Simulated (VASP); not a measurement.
**MgC: single point with PBE**

Crystal: MgC.

```xyz
2
Lattice="-1.3744 2.3751 1.8341 1.3744 -2.3751 1.8341 1.3744 2.3751 -1.8341" Properties=species:S:1:pos:R:3 pbc="T T T"
Mg    0.0000    2.3751    0.0000
C     0.0000    0.0000    0.0000
```

The cell was generated, and may not be a known phase.

| Item | Value |
| --- | --- |
| Program | VASP 6.6.1 |
| Task | single point |
| Functional | PBE |
| Potentials or basis | VASP PAW PBE potentials, release 64 (Mg, C) |
| Cutoff | 520 eV |
| k mesh | 6 × 6 × 6 |
| Occupations | gaussian, width 0.1 eV |
| Spin | no spin polarisation |

```json
{
  "Pressure": "-0.3 GPa",
  "Band gap on the k mesh": "zero (bands 3 and 4 overlap by 2.38 eV)"
}
```

Stress tensor (GPa, compression positive):
```
-0.19  0.00  0.00
 0.00 -0.27  0.00
 0.00  0.00 -0.35
```

Levels at points of the mesh, in eV from the Fermi level:
| k point | band 1 | band 2 | band 3 | band 4 | band 5 | band 6 | band 7 |
| --- | --- | --- | --- | --- | --- | --- | --- |
| (0.00, 0.00, 0.00) | -11.90 | 0.26 | 1.12 | 3.13 | 5.49 | 8.73 | 13.26 |
| (0.50, 0.00, 0.00) | -9.97 | -5.16 | 0.48 | 2.60 | 7.18 | 10.57 | 13.22 |
| (0.00, 0.50, 0.00) | -8.10 | -3.85 | -0.73 | -0.20 | 6.17 | 6.46 | 11.37 |
| (0.50, 0.50, 0.00) | -8.42 | -4.16 | -0.04 | 0.44 | 5.75 | 9.51 | 11.01 |
| (0.50, 0.50, 0.50) | -9.01 | -4.15 | -2.18 | 2.10 | 3.58 | 10.49 | 12.60 |

Wall time 28 s on 1 thread of Intel Xeon 8259CL, with other jobs on the host, peak memory 0.16 GiB.

Caveat: the k points lie up to 0.44 Å⁻¹ apart, too coarse for converged energies and pressures of a metal.
